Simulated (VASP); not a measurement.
Write the native input for VASP 6.6.1 that does the following.

- Task: single point
- Functional: PBE
- Potentials or basis: VASP PAW PBE potentials, release 64 (Mo_sv, Te)
- Cutoff: 520 eV
- k mesh: 4 × 4 × 4
- Occupations: fermi-dirac, width 0.086 eV
- Spin: no spin polarisation
- Dipole correction: no
- Further INCAR settings: ALGO = Normal; EDIFF = 1e-07; NBANDS = 20

The structure of Te2Mo lies in POSCAR:

```
Te2Mo
1.0
    1.7509539888      1.0109137567      7.0687660149
   -1.7509539888      1.0109137567      7.0687660149
    0.0000000000     -2.0218275135      7.0687660149
Mo Te
1 2
Direct
   -0.0086757401      0.0459304921     -0.0293148937
    0.2662423680      0.2013194741      0.2696103870
    0.7402812585      0.7641425365      0.7524334792
```

These files were run (other wordings do the same):

INCAR

```
PREC = Accurate
ENCUT = 520
EDIFF = 1E-7
ISMEAR = -1
SIGMA = 0.086
LREAL = False
LASPH = True
NELM = 60
ALGO = Normal
ISIF = 2
LWAVE = False
LCHARG = False
GGA = PE
NBANDS = 20
```

KPOINTS

```
regular mesh
0
Gamma
  4 4 4
```

Potentials or basis: VASP PAW PBE potentials, release 64 (Mo_sv, Te).

Run with:

```sh
$ cat potpaw_PBE.64/Mo_sv/POTCAR potpaw_PBE.64/Te/POTCAR > POTCAR
$ mpirun -np 1 vasp_std > vasp.out
```

It gave:

```
Pressure               : 3.4 GPa
Largest force          : 1.491 eV/Å
Band gap on the k mesh : 0.15 eV, direct
```

Caveat: the k points lie up to 0.52 Å⁻¹ apart; spin-orbit coupling is left out, which moves the levels of the heavy elements; forces of over 1 eV/Å act on the atoms, so gaps and moduli don't describe the material at rest.

It took 100 s on 1 thread of AMD EPYC 9R45 96-Core Processor (Zen 5), with other jobs on the host, peak memory 0.39 GiB.
